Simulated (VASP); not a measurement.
Input of a VASP 6.6.1 run:

The input INCAR:

```
ALGO     = Normal         # electronic algorithm
EDIFF    = 1E-7           # SCF threshold, eV
ENCUT    = 520            # plane-wave cutoff, eV
GGA      = PE             # functional
ISIF     = 2              # what is computed and relaxed
ISMEAR   = 0              # smearing method
LASPH    = T              # aspherical terms in the spheres
LCHARG   = T              # write CHGCAR
LELF     = T              # ELF
LREAL    = F              # projectors in reciprocal space
LVHAR    = T            
LWAVE    = F              # write WAVECAR
NBANDS   = 13             # bands
NELM     = 80             # most SCF steps
PREC     = Accurate       # precision mode
SIGMA    = 0.05           # smearing width, eV
```

KPOINTS

```
k-points
0
Gamma
  7 7 7
```

POSCAR

```
O
1.0
    1.6749479049      0.9670316238      3.7319995215
   -1.6749479049      0.9670316238      3.7319995215
    0.0000000000     -1.9340632475      3.7319995215
O
2
Direct
    0.0450660000      0.0471620000      0.0679330000
    0.9501800000      0.9593070000      0.9342740000
```

Potentials or basis: VASP PAW PBE potentials, release 64 (O).

Command:

```console
$ cat potpaw_PBE.64/O/POTCAR > POTCAR
$ mpirun -np 1 vasp_std > vasp.out
```

(1) Estimate the largest force.

(2) Predict the band gap on the k mesh.

(3) What does it give for the pressure?

## Answers

(1) 4.199 eV/Å.

(2) zero (bands 6 and 7 overlap by 0.52 eV).

(3) 4.6 GPa.

Caveat: the standard files for N, O and F lose accuracy on very short bonds; spin is off for a triplet molecule; the stress differs along the axes, from -4 to 22 GPa; this functional lacks dispersion, which holds the molecules together, so the pressure and a relaxed volume are unreliable; forces of over 1 eV/Å act on the atoms, so gaps and moduli don't describe the material at rest.
